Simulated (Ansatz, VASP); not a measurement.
# Pd in VASP and in Ansatz

```
Pd
1.0
     0.00000    1.94650    1.94650
     1.94650    0.00000    1.94650
     1.94650    1.94650    0.00000
Pd
1
Direct
  0.00000 0.00000 0.00000
```

Alike in both runs: functional r2SCAN; k mesh 12 × 12 × 12; occupations fermi-dirac, width 0.05 eV; no spin polarisation.

|  | VASP | Ansatz |
| --- | --- | --- |
| version | VASP 6.6.1 | Ansatz 0.2.0 |
| potentials or method | VASP PAW PBE potentials, release 64 (Pd_sv_GW) | Ansatz PAW |
| plane-wave cutoff (eV) | 690 | 500 |
| valence electrons in the cell | 18 | 18 |
| task | single point | band structure |

Ansatz gave:

- gap on the k mesh at the Fermi level (eV): none
- pressure (GPa): 2.1

Problem. Estimate VASP's values.

Solution. gap on the k mesh at the Fermi level (eV): none; pressure (GPa): 2.2.

VASP's potentials were made for PBE, not for r2SCAN. A gap of «none» marks a metal or a gap that the smearing closes.
